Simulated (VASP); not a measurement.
# SiO (F-43m) in VASP: further runs

Aim: see how the results for SiO move with the level of theory and the settings. Levels: PBE-based screened hybrid with 25 % exact exchange, PBE0. Tasks: single point.

All numbers are computed with VASP 6.6.1; they aren't measurements. Logs are shortened: lines on timing, memory, paths and dates and some standing lists are left out, and cuts for length are marked.

## 1. The cell of the first run

It takes space group F-43m (No. 216, cubic). Conventional cell: a = 4.867 Å, b = 4.867 Å, c = 4.867 Å, α = 90.00°, β = 90.00°, γ = 90.00°. Within 2.8 Å of Si (site symmetry -43m) lie 4 O at 2.11 Å. O (site symmetry -43m) has 4 Si at 2.11 Å within 2.8 Å.

## 2. Single point, PBE-based screened hybrid with 25 % exact exchange

POSCAR reads:

```
SiO
1.0
    0.0000000000      2.4336400000      2.4336400000
    2.4336400000      0.0000000000      2.4336400000
    2.4336400000      2.4336400000      0.0000000000
Si O
1 1
Direct
    0.7500000000      0.7500000000      0.7500000000
    0.0000000000      0.0000000000      0.0000000000
```

INCAR.step1 reads:

```
ALGO = Normal
EDIFF = 1E-5
ENCUT = 520
GGA = PE
ISIF = 2
ISMEAR = -1
LASPH = T
LCHARG = F
LREAL = F
LWAVE = T
NBANDS = 12
NELM = 60
PREC = Accurate
SIGMA = 0.05
```

INCAR.step2 reads:

```
AEXX = 0.25
ALGO = Normal
EDIFF = 1E-6
ENCUT = 520
GGA = PE
HFSCREEN = 0.4
ISIF = 2
ISMEAR = -1
ISTART = 1
LASPH = T
LCHARG = F
LHFCALC = T
LREAL = F
LWAVE = F
NBANDS = 12
NELM = 60
PREC = Accurate
PRECFOCK = Normal
SIGMA = 0.05
```

KPOINTS reads:

```
k-points
0
Gamma
  5 5 5
```

Potentials or basis: VASP PAW PBE potentials, release 64 (Si, O).

Run with:

```bash
$ cat potpaw_PBE.64/Si/POTCAR potpaw_PBE.64/O/POTCAR > POTCAR
$ cp INCAR.step1 INCAR
$ mpirun -np 1 vasp_std > vasp.out
$ cp INCAR.step2 INCAR
$ mpirun -np 1 vasp_std > vasp.out
```

OUTCAR:

```text
AEXX = 0.25
   EDIFF = 1E-6
   ENCUT = 520
   GGA = PE
   HFSCREEN = 0.4
   ISIF = 2
   ISMEAR = -1
   ISTART = 1
   LASPH = T
   LHFCALC = T
   LREAL = F
   NELM = 60
   PREC = Accurate
   PRECFOCK = Normal

 ion  position               nearest neighbor table
   1  0.750  0.750  0.750-   2 2.11   2 2.11   2 2.11   2 2.11
   2  0.000  0.000  0.000-   1 2.11   1 2.11   1 2.11   1 2.11

  LATTYP: Found a face centered cubic cell.
 ALAT       =     4.8672800000

  Lattice vectors:

 A1 = (   0.0000000000,   2.4336400000,   2.4336400000)
 A2 = (   2.4336400000,   0.0000000000,   2.4336400000)
 A3 = (   2.4336400000,   2.4336400000,   0.0000000000)

Analysis of symmetry for initial positions (statically):
=====================================================================
 Subroutine PRICEL returns:
 Original cell was already a primitive cell.

 Routine SETGRP: Setting up the symmetry group for a
 face centered cubic supercell.

 Subroutine GETGRP returns: Found 24 space group operations
 (whereof 24 operations were pure point group operations)
 out of a pool of 48 trial point group operations.

The static configuration has the point symmetry T_d .

Analysis of symmetry for dynamics (positions and initial velocities):
=====================================================================
 Subroutine PRICEL returns:
 Original cell was already a primitive cell.

 Routine SETGRP: Setting up the symmetry group for a
 face centered cubic supercell.

 Subroutine GETGRP returns: Found 24 space group operations
 (whereof 24 operations were pure point group operations)
 out of a pool of 48 trial point group operations.

The dynamic configuration has the point symmetry T_d .

 Subroutine INISYM returns: Found 24 space group operations
 (whereof 24 operations are pure point group operations),
 and found     1 'primitive' translations

----------------------------------------------------------------------------------------

                                     Primitive cell

  volume of cell :      28.8270

  direct lattice vectors                    reciprocal lattice vectors
     0.000000000  2.433640000  2.433640000    -0.205453559  0.205453559  0.205453559
     2.433640000  0.000000000  2.433640000     0.205453559 -0.205453559  0.205453559
     2.433640000  2.433640000  0.000000000     0.205453559  0.205453559 -0.205453559

  length of vectors
     3.441686694  3.441686694  3.441686694     0.355856003  0.355856003  0.355856003

[... 82 lines left out ...]
   IALGO  =     38    algorithm
   IMIX   =      1    mixing-type and parameters
     AMIX     =   0.40;   BMIX     =  1.00
     AMIX_MAG =   1.60;   BMIX_MAG =  1.00
  volume/ion in A,a.u.               =      14.41        97.27
  Fermi-wavevector in a.u.,A,eV,Ry     =   1.150293  2.173739 18.002877  1.323174
  Thomas-Fermi vector in A             =   2.286958
   LORBIT       =      0    0 simple, 1 ext, 2 COOP (PROOUT), +10 PAW based schemes
   GGA     = PE    functional components
   LHFCALC =     T    Hartree Fock is set to
   PRECFOCK=normal    Normal, Fast or Accurate (Low or Medium for compatibility)
   ENCUT4O =  -1.0   cutoff for four orbital integrals eV
   NKREDX  =     1    reduce k-point grid by
   NKREDY  =     1    reduce k-point grid by
   NKREDZ  =     1    reduce k-point grid by
   AEXX    =    0.2500 exact exchange contribution
   HFSCREEN=    0.4000 screening length (either q_TF or 0.3 A-1)
   HFSCREENC=   0.4000 screening length for correlation (either q_TF or 0.3 A-1)
   ENCUTFOCK=  -1.0 apply spherical cutoff to Coloumb kernel
   IVDW    =     0    specifies the selected vdW correction
   LEPSILON=     F    determine dielectric tensor
   LRPA    =     F    only Hartree local field effects (RPA)
 non-spin polarized calculation
  energy-cutoff  :      520.00
  volume of cell :       28.83
 maximum number of plane-waves:       794
 NGX is ok and might be reduce to    28
  NGX = 20; NGY = 20; NGZ = 20

 number of electron      10.0000002 magnetization

 Free energy of the ion-electron system (eV)
  ---------------------------------------------------
  ext. energy  EPLUGINS =         0.00000000
  ---------------------------------------------------
  free energy    TOTEN  =       -12.66970898 eV

  energy without entropy =      -12.66133216  energy(sigma->0) =      -12.66552057

 E-fermi :   6.2192     XC(G=0):  -8.5221

 val. band max:        6.0970071242   @ k =  -0.4000   0.4000   0.2000
 cond. band min:       6.2571682249   @ k =   0.4000   0.4000   0.0000
 fundamental gap:      0.1601611007
 Fermi energy:         6.2192193486

 k-point     1 :       0.0000    0.0000    0.0000
  band No.  band energies     occupation
      1     -16.8542      2.00000
      2      -0.4336      2.00000
      3       0.2284      2.00000
      4       0.2284      2.00000
      5       0.2284      2.00000
      6      10.3709      0.00000
      7      10.3709      0.00000
      8      10.3709      0.00000
      9      17.0745      0.00000
     10      18.4425      0.00000
     11      18.4425      0.00000
     12      19.1514      0.00000
[... 121 lines left out ...]
 k-point    10 :      -0.4000    0.4000    0.2000
  band No.  band energies     occupation
      1     -16.0361      2.00000
      2      -3.8964      2.00000
      3      -1.7323      2.00000
      4      -1.0219      2.00000
      5       6.0970      1.84028
      6       7.1214      0.00000
      7       9.5409      0.00000
      8      11.6409      0.00000
      9      14.0629      0.00000
     10      18.4359      0.00000
     11      19.5367      0.00000
     12      22.5852      0.00000

------------------------ aborting loop because EDIFF is reached ----------------------------------------

  FORCE on cell =-STRESS in cart. coord.  units (eV):
  Direction    XX          YY          ZZ          XY          YZ          ZX
  --------------------------------------------------------------------------------------
  -------------------------------------------------------------------------------------
  Total       -0.2350912     -0.2350912     -0.2350912      0.0000000     -0.0000000      0.0000000
  in kB      -13.0661583    -13.0661583    -13.0661583      0.0000000     -0.0000000      0.0000000
  external PRESSURE =     -13.0661583 kB  Pullay stress =       0.0000000 kB

 VOLUME and BASIS-vectors are now :
 -----------------------------------------------------------------------------
  energy-cutoff  :      520.00
  volume of cell :       28.83
      direct lattice vectors                 reciprocal lattice vectors
     0.000000000  2.433640000  2.433640000    -0.205453559  0.205453559  0.205453559
     2.433640000  0.000000000  2.433640000     0.205453559 -0.205453559  0.205453559
     2.433640000  2.433640000  0.000000000     0.205453559  0.205453559 -0.205453559

 POSITION                                       TOTAL-FORCE (eV/Angst)
 -----------------------------------------------------------------------------------
      3.65046      3.65046      3.65046        -0.000000     -0.000000      0.000000
      0.00000      0.00000      0.00000         0.000000      0.000000     -0.000000
 -----------------------------------------------------------------------------------
    total drift:                               -0.000000      0.000000      0.000002

  FREE ENERGIE OF THE ION-ELECTRON SYSTEM (eV)
  ---------------------------------------------------
  free  energy   TOTEN  =       -12.6697089813 eV

  energy  without entropy=      -12.6613321627  energy(sigma->0) =      -12.66552057
```

OUTCAR.step1:

```text
EDIFF = 1E-5
   ENCUT = 520
   GGA = PE
   ISIF = 2
   ISMEAR = -1
[... 354 lines left out ...]
 -----------------------------------------------------------------------------------
      3.65046      3.65046      3.65046         0.000000      0.000000      0.000000
      0.00000      0.00000      0.00000        -0.000000     -0.000000     -0.000000
 -----------------------------------------------------------------------------------
    total drift:                                0.000000      0.000000      0.000000

  FREE ENERGIE OF THE ION-ELECTRON SYSTEM (eV)
  ---------------------------------------------------
  free  energy   TOTEN  =       -10.9996459442 eV

  energy  without entropy=      -10.9887951712  energy(sigma->0) =      -10.99422056
```

OSZICAR.step1:

```text
N       E                     dE             d eps       ncg     rms          rms(c)
DAV:   1     0.165266504676E+02    0.16527E+02   -0.44662E+03   240   0.718E+02
DAV:   2    -0.113831638755E+02   -0.27910E+02   -0.26466E+02   316   0.121E+02
DAV:   3    -0.123115204826E+02   -0.92836E+00   -0.92633E+00   304   0.203E+01
DAV:   4    -0.123147317567E+02   -0.32113E-02   -0.32110E-02   268   0.146E+00
DAV:   5    -0.123147535413E+02   -0.21785E-04   -0.21785E-04   304   0.116E-01    0.750E+00
DAV:   6    -0.112298375189E+02    0.10849E+01   -0.15920E+01   268   0.206E+01    0.443E+00
DAV:   7    -0.110085882685E+02    0.22125E+00   -0.15482E+00   276   0.673E+00    0.152E+00
DAV:   8    -0.110012077332E+02    0.73805E-02   -0.10367E-01   264   0.264E+00    0.487E-01
DAV:   9    -0.109995842340E+02    0.16235E-02   -0.52276E-03   268   0.500E-01    0.165E-01
DAV:  10    -0.109996580836E+02   -0.73850E-04   -0.44686E-04   268   0.153E-01    0.470E-02
DAV:  11    -0.109996451255E+02    0.12958E-04   -0.21141E-05   280   0.383E-02    0.830E-03
DAV:  12    -0.109996459442E+02   -0.81868E-06   -0.44685E-06   184   0.139E-02
   1 F= -.10999646E+02 E0= -.10994221E+02  d E =-.108508E-01
```

It took 2.7 min on 1 thread of Intel Xeon Platinum 8488C (Sapphire Rapids), shared host; peak memory 0.26 GiB.

What came out:

- Free energy: -12.6697 eV
- Pressure: -1.3 GPa
- Band gap on the k mesh: 0.16 eV (least direct gap 1.02 eV)

Levels at points of the mesh, in eV from the valence-band top:
```tsv
k point	band 3	band 4	band 5	band 6	band 7	band 8
(0.00, 0.00, 0.00)	-5.87	-5.87	-5.87	4.27	4.27	4.27
```

Caveat: the k points lie up to 0.45 Å⁻¹ apart; the PAW data sets were made with another functional, which shifts forces and pressure a little; an odd mesh through Γ misses points on the zone boundary, where band edges can lie.

## 3. Single point, PBE-based screened hybrid with 25 % exact exchange

POSCAR is that of step 2.

INCAR.step1 reads:

```
SYSTEM = SiO
PREC = Accurate
ENCUT = 520
EDIFF = 1E-5
ISMEAR = -1
SIGMA = 0.05
LREAL = .False.
LASPH = .True.
NELM = 80
ALGO = Normal
ISIF = 2
LWAVE = .True.
LCHARG = .False.
NBANDS = 12
GGA = PE
```

INCAR.step2 reads:

```
SYSTEM = SiO
PREC = Accurate
ENCUT = 520
EDIFF = 1E-6
ISMEAR = -1
SIGMA = 0.05
LREAL = .False.
LASPH = .True.
NELM = 80
ALGO = Normal
ISIF = 2
LWAVE = .False.
LCHARG = .False.
GGA = PE
LHFCALC = .True.
AEXX = 0.25
HFSCREEN = 0.6
PRECFOCK = Normal
NBANDS = 12
ISTART = 1
```

KPOINTS reads:

```
regular mesh
0
Gamma
  5 5 5
  0 0 0
```

Potentials or basis: VASP PAW PBE potentials, release 64 (Si, O).

Run with:

```bash
$ cat potpaw_PBE.64/Si/POTCAR potpaw_PBE.64/O/POTCAR > POTCAR
$ cp INCAR.step1 INCAR
$ mpirun -np 1 vasp_std > vasp.out
$ cp INCAR.step2 INCAR
$ mpirun -np 1 vasp_std > vasp.out
```

It took 3 min on 1 thread of Intel Xeon Platinum 8488C (Sapphire Rapids), shared host; peak memory 0.25 GiB.

The run converged. Its results:

| Item | Value |
| --- | --- |
| Free energy | -12.1883 eV |
| Pressure | -1.2 GPa |
| Band gap on the k mesh | 0.13 eV (least direct gap 0.94 eV) |

Levels at points of the mesh, in eV from the valence-band top:
```
           k point  band 3  band 4  band 5  band 6  band 7  band 8
(0.00, 0.00, 0.00)   -5.69   -5.69   -5.69    4.09    4.09    4.09
```

Caveat: the k points lie up to 0.45 Å⁻¹ apart; the PAW data sets were made with another functional, which shifts forces and pressure a little; an odd mesh through Γ misses points on the zone boundary, where band edges can lie.

## 4. Single point, PBE0

POSCAR is that of step 3.

INCAR.step1 reads:

```
PREC     = Accurate       # precision mode
ENCUT    = 520            # plane-wave cutoff, eV
EDIFF    = 1E-5           # SCF threshold, eV
ISMEAR   = -1             # smearing method
SIGMA    = 0.05           # smearing width, eV
LREAL    = False          # projectors in reciprocal space
LASPH    = True           # aspherical terms in the spheres
NELM     = 80             # most SCF steps
ALGO     = Normal         # electronic algorithm
ISIF     = 2              # what is computed and relaxed
LWAVE    = True           # write WAVECAR
LCHARG   = False          # write CHGCAR
GGA      = PE             # functional
NBANDS   = 12             # bands
```

INCAR.step2 reads:

```
PREC     = Accurate       # precision mode
ENCUT    = 520            # plane-wave cutoff, eV
EDIFF    = 1E-6           # SCF threshold, eV
ISMEAR   = -1             # smearing method
SIGMA    = 0.05           # smearing width, eV
LREAL    = False          # projectors in reciprocal space
LASPH    = True           # aspherical terms in the spheres
NELM     = 80             # most SCF steps
ALGO     = Normal         # electronic algorithm
ISIF     = 2              # what is computed and relaxed
LWAVE    = False          # write WAVECAR
LCHARG   = False          # write CHGCAR
GGA      = PE             # functional
LHFCALC  = True           # exact exchange
AEXX     = 0.25           # exact-exchange fraction
PRECFOCK = Normal       
ISTART   = 1            
NBANDS   = 12             # bands
```

KPOINTS reads:

```
regular mesh
0
Gamma
  5 5 5
```

Potentials or basis: VASP PAW PBE potentials, release 64 (Si, O).

Run with:

```bash
$ cat potpaw_PBE.64/Si/POTCAR potpaw_PBE.64/O/POTCAR > POTCAR
$ cp INCAR.step1 INCAR
$ mpirun -np 1 vasp_std > vasp.out
$ cp INCAR.step2 INCAR
$ mpirun -np 1 vasp_std > vasp.out
```

OUTCAR:

```text
PREC = Accurate
   ENCUT = 520
   EDIFF = 1E-6
   ISMEAR = -1
   LREAL = False
   LASPH = True
   NELM = 80
   ISIF = 2
   GGA = PE
   LHFCALC = True
   AEXX = 0.25
   PRECFOCK = Normal
   ISTART = 1

 ion  position               nearest neighbor table
   1  0.750  0.750  0.750-   2 2.11   2 2.11   2 2.11   2 2.11
   2  0.000  0.000  0.000-   1 2.11   1 2.11   1 2.11   1 2.11

[... 330 lines left out ...]
     11      20.2354      0.00000
     12      23.2954      0.00000

------------------------ aborting loop because EDIFF is reached ----------------------------------------

  FORCE on cell =-STRESS in cart. coord.  units (eV):
  Direction    XX          YY          ZZ          XY          YZ          ZX
  --------------------------------------------------------------------------------------
  -------------------------------------------------------------------------------------
  Total       -0.1771851     -0.1771851     -0.1771851      0.0000000      0.0000000      0.0000000
  in kB       -9.8477883     -9.8477883     -9.8477883      0.0000000      0.0000000      0.0000000
  external PRESSURE =      -9.8477883 kB  Pullay stress =       0.0000000 kB

 VOLUME and BASIS-vectors are now :
 -----------------------------------------------------------------------------
  energy-cutoff  :      520.00
  volume of cell :       28.83
      direct lattice vectors                 reciprocal lattice vectors
     0.000000000  2.433640000  2.433640000    -0.205453559  0.205453559  0.205453559
     2.433640000  0.000000000  2.433640000     0.205453559 -0.205453559  0.205453559
     2.433640000  2.433640000  0.000000000     0.205453559  0.205453559 -0.205453559

 POSITION                                       TOTAL-FORCE (eV/Angst)
 -----------------------------------------------------------------------------------
      3.65046      3.65046      3.65046         0.000000      0.000000      0.000000
      0.00000      0.00000      0.00000        -0.000000     -0.000000     -0.000000
 -----------------------------------------------------------------------------------
    total drift:                               -0.000001      0.000000      0.000002

  FREE ENERGIE OF THE ION-ELECTRON SYSTEM (eV)
  ---------------------------------------------------
  free  energy   TOTEN  =       -14.4009385516 eV

  energy  without entropy=      -14.4009216779  energy(sigma->0) =      -14.40093011
```

OUTCAR.step1:

```text
PREC = Accurate
   ENCUT = 520
   EDIFF = 1E-5
   ISMEAR = -1
   LREAL = False
[... 355 lines left out ...]
      3.65046      3.65046      3.65046         0.000000      0.000000      0.000000
      0.00000      0.00000      0.00000        -0.000000     -0.000000     -0.000000
 -----------------------------------------------------------------------------------
    total drift:                                0.000000      0.000000      0.000000

  FREE ENERGIE OF THE ION-ELECTRON SYSTEM (eV)
  ---------------------------------------------------
  free  energy   TOTEN  =       -10.9996459442 eV

  energy  without entropy=      -10.9887951712  energy(sigma->0) =      -10.99422056
```

OSZICAR.step1:

```text
N       E                     dE             d eps       ncg     rms          rms(c)
DAV:   1     0.165266504676E+02    0.16527E+02   -0.44662E+03   240   0.718E+02
DAV:   2    -0.113831638755E+02   -0.27910E+02   -0.26466E+02   316   0.121E+02
DAV:   3    -0.123115204826E+02   -0.92836E+00   -0.92633E+00   304   0.203E+01
DAV:   4    -0.123147317567E+02   -0.32113E-02   -0.32110E-02   268   0.146E+00
DAV:   5    -0.123147535413E+02   -0.21785E-04   -0.21785E-04   304   0.116E-01    0.750E+00
DAV:   6    -0.112298375189E+02    0.10849E+01   -0.15920E+01   268   0.206E+01    0.443E+00
DAV:   7    -0.110085882685E+02    0.22125E+00   -0.15482E+00   276   0.673E+00    0.152E+00
DAV:   8    -0.110012077332E+02    0.73805E-02   -0.10367E-01   264   0.264E+00    0.487E-01
DAV:   9    -0.109995842340E+02    0.16235E-02   -0.52276E-03   268   0.500E-01    0.165E-01
DAV:  10    -0.109996580836E+02   -0.73850E-04   -0.44686E-04   268   0.153E-01    0.470E-02
DAV:  11    -0.109996451255E+02    0.12958E-04   -0.21141E-05   280   0.383E-02    0.830E-03
DAV:  12    -0.109996459442E+02   -0.81868E-06   -0.44685E-06   184   0.139E-02
   1 F= -.10999646E+02 E0= -.10994221E+02  d E =-.108508E-01
```

It took 3.5 min on 1 thread of Intel Xeon Platinum 8488C (Sapphire Rapids), shared host; peak memory 0.16 GiB.

Results:

- Free energy: -14.4009 eV
- Pressure: -1.0 GPa
- Band gap on the k mesh: 0.94 eV (least direct gap 1.67 eV)

Levels at points of the mesh, in eV from the valence-band top:
| k point | band 1 | band 2 | band 3 | band 4 | band 5 | band 6 | band 7 | band 8 | band 9 | band 10 |
| --- | --- | --- | --- | --- | --- | --- | --- | --- | --- | --- |
| (0.00, 0.00, 0.00) | -23.33 | -6.94 | -6.12 | -6.12 | -6.12 | 5.32 | 5.32 | 5.32 | 11.97 | 13.43 |

Caveat: the k points lie up to 0.45 Å⁻¹ apart; the PAW data sets were made with another functional, which shifts forces and pressure a little; an odd mesh through Γ misses points on the zone boundary, where band edges can lie.

## 5. Summary

```tsv
level	screening parameter	gap on the mesh (eV)	pressure (GPa)
PBE-based screened hybrid with 25 % exact exchange	0.4 1/Å	0.16	-1.3
PBE-based screened hybrid with 25 % exact exchange	0.6 1/Å	0.13	-1.2
PBE0	-	0.94	-1.0
```

Alike in all rows: task single point; potentials or basis VASP PAW PBE potentials, release 64 (Si, O); no spin polarisation; cell as given; k mesh 5 × 5 × 5; cutoff (eV) 520; smearing fermi-dirac 0.05 eV.

Caveats: all runs use coarse meshes; the PAW data sets were made with another functional, which shifts forces and pressure a little; an odd mesh through Γ misses points on the zone boundary, where band edges can lie.

Total energies depend on the potentials used, so only differences within one code and one set of settings carry meaning.
